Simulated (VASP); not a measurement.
# BeTe (F-43m) in VASP: notebook, part 2 of 2

VASP 6.6.1.

## 5. Single point, PBE, non-collinear spin, zero start, spin-orbit coupling

INCAR

```
SYSTEM = BeTe
PREC = Accurate
ENCUT = 520
EDIFF = 1E-6
ISMEAR = 0
SIGMA = 0.01
LREAL = .FALSE.
LASPH = .TRUE.
NELM = 150
ALGO = Normal
ISIF = 2
LWAVE = .FALSE.
LCHARG = .FALSE.
MAGMOM = 0 0 0 0 0 0
LORBIT = 11
LSORBIT = .TRUE.
GGA_COMPAT = .FALSE.
LORBMOM = .TRUE.
GGA = PE
NBANDS = 20
```

KPOINTS

```
Automatic mesh
0
G
  8 8 8
  0 0 0
```

POSCAR

```
BeTe
1.0
    0.0000000000      2.8286236224      2.8286236224
    2.8286236224      0.0000000000      2.8286236224
    2.8286236224      2.8286236224      0.0000000000
Be Te
1 1
Direct
    0.0000000000      0.0000000000      0.0000000000
    0.2500000000      0.2500000000      0.2500000000
```

Potentials or basis: VASP PAW PBE potentials, release 64 (Be, Te).

Run with:

```console
$ cat potpaw_PBE.64/Be/POTCAR potpaw_PBE.64/Te/POTCAR > POTCAR
$ mpirun -np 1 vasp_ncl > vasp.out
```

OUTCAR:

```text
SYSTEM = BeTe
   PREC = Accurate
   ENCUT = 520
   EDIFF = 1E-6
   ISMEAR = 0
   LREAL = .FALSE.
   LASPH = .TRUE.
   NELM = 150
   ISIF = 2
   LORBIT = 11
   LSORBIT = .TRUE.
   GGA = PE

 ion  position               nearest neighbor table
   1  0.000  0.000  0.000-   2 2.45   2 2.45   2 2.45   2 2.45
   2  0.250  0.250  0.250-   1 2.45   1 2.45   1 2.45   1 2.45

  LATTYP: Found a face centered cubic cell.
 ALAT       =     5.6572472448

  Lattice vectors:

 A1 = (   0.0000000000,   2.8286236224,   2.8286236224)
 A2 = (   2.8286236224,   0.0000000000,   2.8286236224)
 A3 = (   2.8286236224,   2.8286236224,   0.0000000000)

Analysis of symmetry for initial positions (statically):
=====================================================================
 Subroutine PRICEL returns:
 Original cell was already a primitive cell.

 Routine SETGRP: Setting up the symmetry group for a
 face centered cubic supercell.

 Subroutine GETGRP returns: Found 24 space group operations
 (whereof 24 operations were pure point group operations)
 out of a pool of 48 trial point group operations.

The static configuration has the point symmetry T_d .

Analysis of symmetry for dynamics (positions and initial velocities):
=====================================================================
 Subroutine PRICEL returns:
 Original cell was already a primitive cell.

 Routine SETGRP: Setting up the symmetry group for a
 face centered cubic supercell.

 Subroutine GETGRP returns: Found 24 space group operations
 (whereof 24 operations were pure point group operations)
 out of a pool of 48 trial point group operations.

The dynamic configuration has the point symmetry T_d .

Analysis of structural, dynamic, and magnetic symmetry:
=====================================================================
 Subroutine PRICEL returns:
 Original cell was already a primitive cell.

 Routine SETGRP: Setting up the symmetry group for a
 face centered cubic supercell.

 Subroutine GETGRP returns: Found 24 space group operations
 (whereof 24 operations were pure point group operations)
 out of a pool of 48 trial point group operations.

The overall configuration has the point symmetry T_d .

 Subroutine INISYM returns: Found 24 space group operations
 (whereof 24 operations are pure point group operations),
 and found     1 'primitive' translations

----------------------------------------------------------------------------------------

                                     Primitive cell

  volume of cell :      45.2643

  direct lattice vectors                    reciprocal lattice vectors
     0.000000000  2.828623622  2.828623622    -0.176764415  0.176764415  0.176764415
     2.828623622  0.000000000  2.828623622     0.176764415 -0.176764415  0.176764415
     2.828623622  2.828623622  0.000000000     0.176764415  0.176764415 -0.176764415

  length of vectors
     4.000277890  4.000277890  4.000277890     0.306164948  0.306164948  0.306164948

  position of ions in fractional coordinates (direct lattice)
[... 689 lines left out ...]
     19      16.6239      0.00000
     20      16.6879      0.00000

 [... further k-points ...]
[... 5 lines left out ...]
  --------------------------------------------------------------------------------------
  -------------------------------------------------------------------------------------
  Total        0.1093440      0.1093440      0.1093440      0.0000000      0.0000000      0.0000000
  in kB        3.8703491      3.8703491      3.8703491      0.0000000      0.0000000      0.0000000
  external PRESSURE =       3.8703491 kB  Pullay stress =       0.0000000 kB

 VOLUME and BASIS-vectors are now :
 -----------------------------------------------------------------------------
  energy-cutoff  :      520.00
  volume of cell :       45.26
      direct lattice vectors                 reciprocal lattice vectors
     0.000000000  2.828623622  2.828623622    -0.176764415  0.176764415  0.176764415
     2.828623622  0.000000000  2.828623622     0.176764415 -0.176764415  0.176764415
     2.828623622  2.828623622  0.000000000     0.176764415  0.176764415 -0.176764415

 POSITION                                       TOTAL-FORCE (eV/Angst)
 -----------------------------------------------------------------------------------
      0.00000      0.00000      0.00000         0.000000     -0.000000     -0.000000
      1.41431      1.41431      1.41431        -0.000000      0.000000      0.000000
 -----------------------------------------------------------------------------------
    total drift:                                0.000000      0.000000      0.000000

  FREE ENERGIE OF THE ION-ELECTRON SYSTEM (eV)
  ---------------------------------------------------
  free  energy   TOTEN  =        -7.7097102553 eV

  energy  without entropy=       -7.7097102553  energy(sigma->0) =       -7.70971026

 orbital moment (x)

 # of ion     p       d       tot
 ----------------------------------------
  1         0.000   0.000   0.000
  2        -0.000   0.000  -0.000
 ----------------------------------------
            0.000   0.000   0.000

 orbital moment (y)

 # of ion     p       d       tot
 ----------------------------------------
  1         0.000   0.000   0.000
  2         0.000  -0.000   0.000
 ----------------------------------------
            0.000  -0.000   0.000

 orbital moment (z)

 # of ion     p       d       tot
 ----------------------------------------
  1         0.000   0.000   0.000
  2         0.000  -0.000  -0.000
 ----------------------------------------
            0.000  -0.000   0.000

 Spin-Orbit-Coupling matrix elements

 Ion:    1  E_soc:     -0.0000090
 l=   1
     0.0000000    -0.0000015    -0.0000015
    -0.0000015     0.0000000    -0.0000015
    -0.0000015    -0.0000015     0.0000000
 l=   2
     0.0000000     0.0000000     0.0000000     0.0000000     0.0000000
     0.0000000     0.0000000     0.0000000     0.0000000     0.0000000
     0.0000000     0.0000000     0.0000000     0.0000000     0.0000000
     0.0000000     0.0000000     0.0000000     0.0000000     0.0000000
     0.0000000     0.0000000     0.0000000     0.0000000     0.0000000
 l=   3
     0.0000000     0.0000000     0.0000000     0.0000000     0.0000000     0.0000000     0.0000000
     0.0000000     0.0000000     0.0000000     0.0000000     0.0000000     0.0000000     0.0000000
     0.0000000     0.0000000     0.0000000     0.0000000     0.0000000     0.0000000     0.0000000
     0.0000000     0.0000000     0.0000000     0.0000000     0.0000000     0.0000000     0.0000000
     0.0000000     0.0000000     0.0000000     0.0000000     0.0000000     0.0000000     0.0000000
     0.0000000     0.0000000     0.0000000     0.0000000     0.0000000     0.0000000     0.0000000
     0.0000000     0.0000000     0.0000000     0.0000000     0.0000000     0.0000000     0.0000000

 Ion:    2  E_soc:     -0.1731615
 l=   1
     0.0000000    -0.0287354    -0.0287354
    -0.0287354     0.0000000    -0.0287354
    -0.0287354    -0.0287354     0.0000000
 l=   2
     0.0000000    -0.0000545     0.0000000    -0.0000545    -0.0000704
    -0.0000545     0.0000000    -0.0000528    -0.0000545    -0.0000176
     0.0000000    -0.0000528     0.0000000    -0.0000528     0.0000000
    -0.0000545    -0.0000545    -0.0000528     0.0000000    -0.0000176
    -0.0000704    -0.0000176     0.0000000    -0.0000176     0.0000000
 l=   3
     0.0000000     0.0000000     0.0000000     0.0000000     0.0000000     0.0000000     0.0000000
     0.0000000     0.0000000     0.0000000     0.0000000     0.0000000     0.0000000     0.0000000
     0.0000000     0.0000000     0.0000000     0.0000000     0.0000000     0.0000000     0.0000000
     0.0000000     0.0000000     0.0000000     0.0000000     0.0000000     0.0000000     0.0000000
     0.0000000     0.0000000     0.0000000     0.0000000     0.0000000     0.0000000     0.0000000
     0.0000000     0.0000000     0.0000000     0.0000000     0.0000000     0.0000000     0.0000000
     0.0000000     0.0000000     0.0000000     0.0000000     0.0000000     0.0000000     0.0000000

 total charge

# of ion       s       p       d       tot
------------------------------------------
    1        0.372   0.559   0.000   0.931
    2        1.332   2.134   0.032   3.498
--------------------------------------------------
tot          1.704   2.693   0.032   4.429

 magnetization (x)

# of ion       s       p       d       tot
------------------------------------------
    1       -0.000  -0.000   0.000  -0.000
    2       -0.000   0.000   0.000  -0.000
--------------------------------------------------
tot         -0.000  -0.000   0.000  -0.000

 magnetization (y)

# of ion       s       p       d       tot
------------------------------------------
    1        0.000  -0.000   0.000  -0.000
    2        0.000   0.000   0.000   0.000
--------------------------------------------------
tot          0.000  -0.000   0.000  -0.000

 magnetization (z)

# of ion       s       p       d       tot
------------------------------------------
    1       -0.000  -0.000   0.000  -0.000
    2       -0.000  -0.000  -0.000  -0.000
--------------------------------------------------
tot         -0.000  -0.000  -0.000  -0.000
```

Wall time 45 s (1 thread of AMD EPYC 9R45 (Zen 5), shared host); peak memory 0.27 GiB.

Results:

- Free energy: -7.7097 eV
- Pressure: 0.4 GPa
- Net moment: 0.00 μB per cell
- Valence electrons inside the program's atomic spheres: Be 0.93; Te 3.50

Moments on the atoms (μB; x, y, z):
```
Be  0.00 0.00 0.00
Te  0.00 0.00 0.00
```

## 6. The runs side by side

```csv
task,level,potentials or basis,spin,cell,cutoff (eV),smearing,gap on the mesh (eV),pressure (GPa),relaxed volume (Å³/atom)
single point,r2SCAN,"VASP PAW PBE potentials, release 64 (Be, Te)",off,"a = 4.000 Å, angles 60.0°, 2 atoms",520,fermi-dirac 0.02 eV,2.37,0.2,-
relaxation of cell and atoms,PBEsol,"VASP PAW PBE potentials, release 64 (Be, Te)",off,"relaxed from a = 4.005 Å, angles 60.0°, 2 atoms",600,fermi-dirac 0.02 eV,1.83,0.0,22.10
relaxation of cell and atoms,LDA,"VASP PAW LDA potentials, release 64 (Be, Te)",off,"relaxed from a = 4.005 Å, angles 60.0°, 2 atoms",600,fermi-dirac 0.02 eV,1.78,0.0,21.51
single point,PBE,"VASP PAW PBE potentials, release 64 (Be, Te)","non-collinear, zero start, SOC","a = 4.000 Å, angles 60.0°, 2 atoms",520,gaussian 0.01 eV,-,0.4,-
```

Alike in all rows: k mesh 8 × 8 × 8.

Caveats: spin-orbit coupling is left out, which moves the levels of the heavy elements (at least some runs); the PAW data sets were made with another functional, which shifts forces and pressure a little (at least some runs).

Total energies depend on the potentials used, so only differences within one code and one set of settings carry meaning.
